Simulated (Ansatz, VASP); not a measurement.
# Two plane-wave programs on Ni

The input INCAR:

```
PREC = Accurate
ENCUT = 600
EDIFF = 1E-6
ISMEAR = 1
SIGMA = 0.1
LREAL = False
LASPH = True
NELM = 200
ALGO = Normal
ISIF = 2
LWAVE = False
LCHARG = True
ISPIN = 2
MAGMOM = 0.81
LORBIT = 11
LMAXMIX = 4
GGA = PE
LELF = True
LVHAR = True
NBANDS = 15
GGA_COMPAT = False
```

KPOINTS

```
Automatic mesh
0
Gamma
  8 8 8
```

The input POSCAR:

```
Ni
1.0
    0.0000000000      1.7679500000      1.7679500000
    1.7679500000      0.0000000000      1.7679500000
    1.7679500000      1.7679500000      0.0000000000
Ni
1
Direct
    0.0000000000      0.0000000000      0.0000000000
```

Input for Ansatz:

```yaml
crystal:
  lattice:
    - [0.0, 1.76795, 1.76795]
    - [1.76795, 0.0, 1.76795]
    - [1.76795, 1.76795, 0.0]
  atoms:
    - { symbol: Ni, position: [0.0, 0.0, 0.0], spin: 0.81 }
basis:
  ecutwfc: 420
kpoints:
  mp_grid: { grid: [8, 8, 8] }
hamiltonian:
  xc: pbe
scf:
  occupations: { method: cold }
  lower_state_search: "off"
  max_iter: 30
  convergence: { dr2_threshold: "1e-11 eV" }
output:
  forces: true
  stress: true
  eigenvalues: true
  populations: true
magnetization:
  spin_polarized: true
```

Alike in both runs: task single point; functional PBE; k mesh 8 × 8 × 8; collinear spin.

```csv
,VASP,Ansatz
version,VASP 6.6.1,Ansatz 0.2.0
potentials or method,"VASP PAW PBE potentials, release 64 (Ni), cutoff 600 eV","scalar-relativistic, plane waves, PAW"
occupations,"methfessel-paxton of order 1, width 0.1 eV",cold
valence electrons in the cell,10,18
```

Ansatz gave:

- gap on the k mesh at the Fermi level (eV): none
- pressure (GPa): -2.7
- net moment per atom (μB): 0.70
- size of the moment on the site where the two differ most (μB): 0.74

Question: Which values does VASP return?

Answer: gap on the k mesh at the Fermi level (eV): none; pressure (GPa): -2.9; net moment per atom (μB): 0.70; size of the moment on the site where the two differ most (μB): 0.71.

Site moments also hang on the region over which each program counts them. A gap of «none» marks a metal or a gap that the smearing closes. VASP's potentials hold 10 valence electrons a cell and Ansatz's 18, so a difference there can come from the potentials and not from the codes. Ansatz's warnings: stability check not made.

The k mesh is coarse, so the values compare programs but aren't converged.
